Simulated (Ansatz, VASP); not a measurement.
**InP: VASP beside Ansatz**

```
In P
1.0
     5.33380    0.00000    0.00000
     0.00000    5.33380    0.00000
     0.00000    0.00000    5.33380
In P
3 3
Direct
  0.50000 0.00000 0.00000
  0.00000 0.50000 0.00000
  0.00000 0.00000 0.50000
  0.00000 0.50000 0.50000
  0.50000 0.00000 0.50000
  0.50000 0.50000 0.00000
```

Alike in both runs: functional PBE; k mesh 4 × 4 × 4; occupations gaussian, width 0.1 eV; no spin polarisation.

Ansatz relaxed the structure, and its values are those at the end. VASP's run is a single point on that final structure, the one shown.

|  | VASP | Ansatz |
| --- | --- | --- |
| version | VASP 6.6.1 | Ansatz 0.2.0 |
| potentials or method | VASP PAW PBE potentials, release 64 (In_d, P), cutoff 520 eV | scalar-relativistic, plane waves, PAW |
| valence electrons in the cell | 54 | 54 |

```tsv
	VASP	Ansatz	Ansatz less VASP
gap on the k mesh at the Fermi level (eV)	none	none	-
pressure (GPa)	-0.1	-0.1	+0.05
```

A gap of «none» marks a metal or a gap that the smearing closes.
